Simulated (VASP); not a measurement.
# Au in VASP: single point with PBE

Aim: the single point of Au with PBE.

All numbers are computed with VASP 6.6.1; they aren't measurements. Logs are shortened: lines on timing, memory, paths and dates and some standing lists are left out, and cuts for length are marked.

**1. The cell of the first run**

The cell holds a slab with vacuum, 6 atoms: a = 2.940 Å, b = 2.940 Å, c = 26.395 Å, α = 90.00°, β = 90.00°, γ = 90.00°.

**2. Single point, PBE**

Input file POSCAR:

```
Au
1.0
    2.9400990585      0.0000000000      0.0000000000
    0.0000000000      2.9400990585      0.0000000000
    0.0000000000      0.0000000000     26.3948000000
Au
6
Direct
    0.2500000000      0.2500000000      0.3030896255
    0.7500000000      0.7500000000      0.3818537753
    0.2500000000      0.2500000000      0.4606179251
    0.7500000000      0.7500000000      0.5393820749
    0.2500000000      0.2500000000      0.6181462247
    0.7500000000      0.7500000000      0.6969103745
```

Input file INCAR.step1:

```
  PREC = Accurate
  ENCUT = 520
  EDIFF = 1E-6
  ISMEAR = -1
  SIGMA = 0.05
  LREAL = F
  LASPH = T
  NELM = 60
  ALGO = Normal
  ISIF = 2
  LWAVE = F
  LCHARG = T
  LMAXMIX = 4
  LDIPOL = T
  IDIPOL = 3
  DIPOL = 0.5 0.5 0.500
  GGA = PE
  NBANDS = 42
```

Input file KPOINTS.step1:

```
regular mesh
0
Gamma
  12 12 1
```

Input file INCAR.step2:

```
  PREC = Accurate
  ENCUT = 520
  EDIFF = 1E-6
  ISMEAR = -5
  SIGMA = 0.05
  LREAL = F
  LASPH = T
  NELM = 60
  ALGO = Normal
  ISIF = 2
  LWAVE = F
  LCHARG = F
  LMAXMIX = 4
  LDIPOL = T
  IDIPOL = 3
  DIPOL = 0.5 0.5 0.500
  GGA = PE
  LORBIT = 10
  NBANDS = 42
  NEDOS = 2001
  ICHARG = 11
```

Input file KPOINTS.step2:

```
regular mesh
0
Gamma
  18 18 1
```

Potentials or basis: VASP PAW PBE potentials, release 64 (Au).

Command:

```sh
$ cat potpaw_PBE.64/Au/POTCAR > POTCAR
$ cp INCAR.step1 INCAR
$ cp KPOINTS.step1 KPOINTS
$ mpirun -np 1 vasp_std > vasp.out
$ cp INCAR.step2 INCAR
$ cp KPOINTS.step2 KPOINTS
$ mpirun -np 1 vasp_std > vasp.out
```

OUTCAR:

```text
PREC = Accurate
   ENCUT = 520
   EDIFF = 1E-6
   ISMEAR = -5
   LREAL = F
   LASPH = T
   NELM = 60
   ISIF = 2
   GGA = PE
   LORBIT = 10
   ICHARG = 11

 ion  position               nearest neighbor table
   1  0.250  0.250  0.303-   2 2.94   2 2.94   2 2.94   2 2.94
   2  0.750  0.750  0.382-   1 2.94   3 2.94   1 2.94   3 2.94   1 2.94   3 2.94   1 2.94   3 2.94

   3  0.250  0.250  0.461-   4 2.94   4 2.94   4 2.94   4 2.94   2 2.94   2 2.94   2 2.94   2 2.94

   4  0.750  0.750  0.539-   3 2.94   3 2.94   3 2.94   3 2.94   5 2.94   5 2.94   5 2.94   5 2.94

   5  0.250  0.250  0.618-   4 2.94   6 2.94   4 2.94   6 2.94   4 2.94   6 2.94   4 2.94   6 2.94

   6  0.750  0.750  0.697-   5 2.94   5 2.94   5 2.94   5 2.94

  LATTYP: Found a simple tetragonal cell.
 ALAT       =     2.9400990585
 C/A-ratio  =     8.9775206464

  Lattice vectors:

 A1 = (   2.9400990585,   0.0000000000,   0.0000000000)
 A2 = (   0.0000000000,   2.9400990585,   0.0000000000)
 A3 = (   0.0000000000,   0.0000000000,  26.3948000000)

Analysis of symmetry for initial positions (statically):
=====================================================================
 Subroutine PRICEL returns:
 Original cell was already a primitive cell.

 Routine SETGRP: Setting up the symmetry group for a
 simple tetragonal supercell.

 Subroutine GETGRP returns: Found 16 space group operations
 (whereof  4 operations were pure point group operations)
 out of a pool of 16 trial point group operations.

The static configuration has the point symmetry C_2h.
 The point group associated with its full space group is D_4h.

Analysis of symmetry for dynamics (positions and initial velocities):
=====================================================================
 Subroutine PRICEL returns:
 Original cell was already a primitive cell.

 Routine SETGRP: Setting up the symmetry group for a
 simple tetragonal supercell.

 Subroutine GETGRP returns: Found 16 space group operations
 (whereof  4 operations were pure point group operations)
 out of a pool of 16 trial point group operations.

The dynamic configuration has the point symmetry C_2h.
 The point group associated with its full space group is D_4h.

 Subroutine INISYM returns: Found 16 space group operations
 (whereof  4 operations are pure point group operations),
 and found     1 'primitive' translations

----------------------------------------------------------------------------------------

                                     Primitive cell

  volume of cell :     228.1615

  direct lattice vectors                    reciprocal lattice vectors
     2.940099058  0.000000000  0.000000000     0.340124594  0.000000000  0.000000000
     0.000000000  2.940099058  0.000000000     0.000000000  0.340124594  0.000000000
     0.000000000  0.000000000 26.394800000     0.000000000  0.000000000  0.037886250

  length of vectors
     2.940099058  2.940099058 26.394800000     0.340124594  0.340124594  0.037886250

  position of ions in fractional coordinates (direct lattice)
     0.250000000  0.250000000  0.303089626
     0.750000000  0.750000000  0.381853775
     0.250000000  0.250000000  0.460617925
     0.750000000  0.750000000  0.539382075
     0.250000000  0.250000000  0.618146225
     0.750000000  0.750000000  0.696910374

  ion indices of the primitive-cell ions
   primitive index   ion index
                 1           1
                 2           2
                 3           3
                 4           4
                 5           5
                 6           6

----------------------------------------------------------------------------------------

 KPOINTS: regular mesh

Automatic generation of k-mesh.
 Grid dimensions read from file:
 generate k-points for:   18   18    1

 Generating k-lattice:

  Cartesian coordinates                     Fractional coordinates (reciprocal lattice)
     0.018895811  0.000000000  0.000000000     0.055555556  0.000000000  0.000000000
     0.000000000  0.018895811  0.000000000     0.000000000  0.055555556  0.000000000
     0.000000000  0.000000000  0.037886250     0.000000000  0.000000000  1.000000000

  Length of vectors
     0.018895811  0.018895811  0.037886250

  Shift w.r.t. Gamma in fractional coordinates (k-lattice)
     0.000000000  0.000000000  0.000000000

 TETIRR: Found    495 inequivalent tetrahedra from     1944

 Subroutine IBZKPT returns following result:
 ===========================================

 Found     55 irreducible k-points:

 Following reciprocal coordinates:
            Coordinates               Weight
  0.000000  0.000000  0.000000      1.000000
  0.055556  0.000000  0.000000      4.000000
  0.111111  0.000000  0.000000      4.000000
  0.166667  0.000000  0.000000      4.000000
  0.222222  0.000000  0.000000      4.000000
  0.277778  0.000000  0.000000      4.000000
[... 16 lines left out ...]
  0.277778  0.111111  0.000000      8.000000
  0.333333  0.111111  0.000000      8.000000
 [... further k-points ...]
   k-points           NKPTS =     55   k-points in BZ     NKDIM =     55   number of bands    NBANDS=     42
   number of dos      NEDOS =   2001   number of ions     NIONS =      6
   total plane-waves  NPLWV = 112896
   dimension x,y,z NGX =    24 NGY =   24 NGZ =  196
   dimension x,y,z NGXF=    48 NGYF=   48 NGZF=  392
   ions per type =               6
   NGX,Y,Z   is equivalent  to a cutoff of  13.57, 13.57, 12.34 a.u.
   NGXF,Y,Z  is equivalent  to a cutoff of  27.14, 27.14, 24.69 a.u.
 SYSTEM =  unknown system
   PREC   = accura    normal or accurate (medium, high low for compatibility)
   ISTART =      0    job   : 0-new  1-cont  2-samecut
   ICHARG =     11    charge: 1-file 2-atom 10-const
   ISPIN  =      1    spin polarized calculation?
   LNONCOLLINEAR =      F non collinear calculations
   LSORBIT =      F    spin-orbit coupling
   LASPH  =      T    aspherical Exc in radial PAW
   ENCUT  =  520.0 eV  38.22 Ry    6.18 a.u.   5.47  5.47 49.08*2*pi/ulx,y,z
   NELM   =     60;   NELMIN=  2; NELMDL=  0     # of ELM steps
   EDIFF  = 0.1E-05   stopping-criterion for ELM
   LREAL  =      F    real-space projection
   EDIFFG = 0.1E-04   stopping-criterion for IOM
   NSW    =      0    number of steps for IOM
   IBRION =     -1    ionic relax: 0-MD 1-quasi-New 2-CG
   NFREE  =      0    steps in history (QN), initial steepest desc. (CG)
   ISIF   =      2    stress and relaxation
   ISYM   =      2    0-nonsym 1-usesym 2-fastsym
   POTIM  = 0.5000    time-step for ionic-motion
   TEBEG  =    0.0;   TEEND  =   0.0 temperature during run
   PSTRESS=    0.0 pullay stress
   NELECT =      66.0000    total number of electrons
   NUPDOWN=      -1.0000    fix difference up-down
   EMIN   =  10.00;   EMAX   =-10.00  energy-range for DOS
   EFERMI =   0.00;   METHOD = LEGACY
   ISMEAR =    -5;   SIGMA  =   0.05  broadening in eV -4-tet -1-fermi 0-gaus
   EFERMI_NEDOS =   21; number of points for ismear=-14 and -15
   IALGO  =     38    algorithm
   IMIX   =      4    mixing-type and parameters
     AMIX     =   0.40;   BMIX     =  1.00
     AMIX_MAG =   1.60;   BMIX_MAG =  1.00
  volume/ion in A,a.u.               =      38.03       256.62
  Fermi-wavevector in a.u.,A,eV,Ry     =   1.082701  2.046009 15.949326  1.172242
  Thomas-Fermi vector in A             =   2.218749
   LORBIT       =     10    0 simple, 1 ext, 2 COOP (PROOUT), +10 PAW based schemes
   GGA     = PE    functional components
   LHFCALC =     F    Hartree Fock is set to
   AEXX    =    0.0000 exact exchange contribution
   IVDW    =     0    specifies the selected vdW correction
   LEPSILON=     F    determine dielectric tensor
   LRPA    =     F    only Hartree local field effects (RPA)
 non-spin polarized calculation
 Fermi weights with tetrahedron method with Bloechl corrections
  energy-cutoff  :      520.00
  volume of cell :      228.16
 maximum number of plane-waves:      6211
 NGX is ok and might be reduce to    24

 number of electron      65.9999990 magnetization

 dipolmoment           0.000000      0.000000     -0.000000 electrons x Angstroem

 Free energy of the ion-electron system (eV)
  ---------------------------------------------------
  ext. energy  EPLUGINS =         0.00000000
  ---------------------------------------------------
  free energy    TOTEN  =       -18.38313666 eV

  energy without entropy =      -18.38313666  energy(sigma->0) =      -18.38313666

 E-fermi :   1.3336     XC(G=0):  -6.4947

 val. band max:        1.4228612171   @ k =   0.5000   0.1667   0.0000
 cond. band min:       1.2678147505   @ k =   0.5000   0.0556   0.0000
 fundamental gap:     -0.1550464666
 Fermi energy:         1.3336094523

 k-point     1 :       0.0000    0.0000    0.0000
  band No.  band energies     occupation
      1      -7.6404      2.00000
      2      -6.8332      2.00000
      3      -5.7418      2.00000
      4      -5.1433      2.00000
      5      -4.8097      2.00000
      6      -4.6874      2.00000
[... 34 lines left out ...]
     41       8.0818      0.00000
     42       9.6050      0.00000

 k-point     2 :       0.0556    0.0000    0.0000
  band No.  band energies     occupation
      1      -7.5735      2.00000
      2      -6.7720      2.00000
      3      -5.6885      2.00000
      4      -5.0971      2.00000
      5      -4.7733      2.00000
      6      -4.6403      2.00000
[... 979 lines left out ...]
     41       7.9416      0.00000
     42       8.1569      0.00000

 k-point    24 :       0.3333    0.1111    0.0000
  band No.  band energies     occupation
      1      -5.4867      2.00000
      2      -5.2372      2.00000
      3      -4.8906      2.00000
      4      -4.4867      2.00000
      5      -4.0174      2.00000
      6      -3.9924      2.00000
[... 34 lines left out ...]
     41       8.0652      0.00000
     42       8.3371      0.00000

 [... further k-points ...]

------------------------ aborting loop because EDIFF is reached ----------------------------------------

 vacuum level on the upper side and lower side of the slab       (xc-potential included)        -0.316        -0.316

  FORCE on cell =-STRESS in cart. coord.  units (eV):
  Direction    XX          YY          ZZ          XY          YZ          ZX
  --------------------------------------------------------------------------------------
  -------------------------------------------------------------------------------------
  Total       -2.6288560     -2.6288560     -0.5968284     -0.0000000     -0.0000000      0.0000000
  in kB      -18.4601437    -18.4601437     -4.1910011     -0.0000000     -0.0000000      0.0000000
  external PRESSURE =     -13.7037628 kB  Pullay stress =       0.0000000 kB

 VOLUME and BASIS-vectors are now :
 -----------------------------------------------------------------------------
  energy-cutoff  :      520.00
  volume of cell :      228.16
      direct lattice vectors                 reciprocal lattice vectors
     2.940099058  0.000000000  0.000000000     0.340124594  0.000000000  0.000000000
     0.000000000  2.940099058  0.000000000     0.000000000  0.340124594  0.000000000
     0.000000000  0.000000000 26.394800000     0.000000000  0.000000000  0.037886250

 POSITION                                       TOTAL-FORCE (eV/Angst)
 -----------------------------------------------------------------------------------
      0.73502      0.73502      7.99999         0.000000      0.000000      0.126444
      2.20507      2.20507     10.07895         0.000000      0.000000     -0.087732
      0.73502      0.73502     12.15792         0.000000     -0.000000     -0.007982
      2.20507      2.20507     14.23688         0.000000      0.000000      0.007982
      0.73502      0.73502     16.31585        -0.000000     -0.000000      0.087732
      2.20507      2.20507     18.39481        -0.000000     -0.000000     -0.126444
 -----------------------------------------------------------------------------------
    total drift:                               -0.000000      0.000000     -0.000000

  FREE ENERGIE OF THE ION-ELECTRON SYSTEM (eV)
  ---------------------------------------------------
  free  energy   TOTEN  =       -18.3831366575 eV

  energy  without entropy=      -18.3831366575  energy(sigma->0) =      -18.38313666

 vacuum level on the upper side and lower side of the slab         6.111         6.111

 total charge

# of ion       s       p       d       tot
------------------------------------------
    1        0.545   0.208   8.787   9.539
    2        0.515   0.305   8.772   9.592
    3        0.520   0.316   8.759   9.594
    4        0.520   0.316   8.759   9.594
    5        0.515   0.305   8.772   9.592
    6        0.545   0.208   8.787   9.539
--------------------------------------------------
tot          3.159   1.657  52.635  57.451
```

Run time: 13 min. Hardware: 1 thread of Intel Xeon 8259CL, shared host; peak memory 0.54 GiB.

What came out:

- Valence electrons inside the program's atomic spheres: Au 9.54, 9.59 (each value once)

Levels at points of the mesh, in eV from the Fermi level:
| k point | band 29 | band 30 | band 31 | band 32 | band 33 | band 34 | band 35 | band 36 | band 37 | band 38 |
| --- | --- | --- | --- | --- | --- | --- | --- | --- | --- | --- |
| (0.00, 0.00, 0.00) | -1.98 | -1.98 | -1.85 | -1.83 | -1.74 | -1.67 | -1.67 | 0.35 | 1.46 | 4.95 |
| (0.50, 0.00, 0.00) | -1.91 | -1.91 | -0.38 | -0.38 | -0.16 | -0.16 | 0.23 | 0.23 | 2.31 | 2.31 |
| (0.50, 0.50, 0.00) | -1.15 | -1.15 | 1.87 | 1.87 | 3.32 | 3.32 | 4.67 | 4.67 | 5.04 | 5.04 |

Caveat: spin-orbit coupling is left out, which moves the levels of the heavy elements; tetrahedron occupations give inexact forces and stress in metals.
